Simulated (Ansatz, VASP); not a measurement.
**One calculation of ZnS, two programs**

```
Zn S
1.0
     3.80545    0.00000    0.00000
    -1.90273    3.29562    0.00000
     0.00000    0.00000    6.24399
Zn S
2 2
Cartesian
  0.0000 2.1971 0.0021
  1.9027 1.0985 3.1241
  0.0000 2.1971 2.3394
  1.9027 1.0985 5.4614
```

Alike in both runs: task single point; functional r2SCAN; k mesh 6 × 6 × 2; no spin polarisation.

```csv
,VASP,Ansatz
version,VASP 6.6.1,Ansatz 0.2.0
potentials or method,"VASP PAW PBE potentials, release 64 (Zn, S)","plane waves, PAW"
plane-wave cutoff (eV),550,500
occupations,"gaussian, width 0.01 eV",fixed
valence electrons in the cell,36,36
```

```csv
,VASP,Ansatz,Ansatz less VASP
gap on the k mesh at the Fermi level (eV),2.79,2.78,-0.009
```

VASP's potentials were made for PBE, not for r2SCAN.

The k mesh is coarse, so the values compare programs but aren't converged.
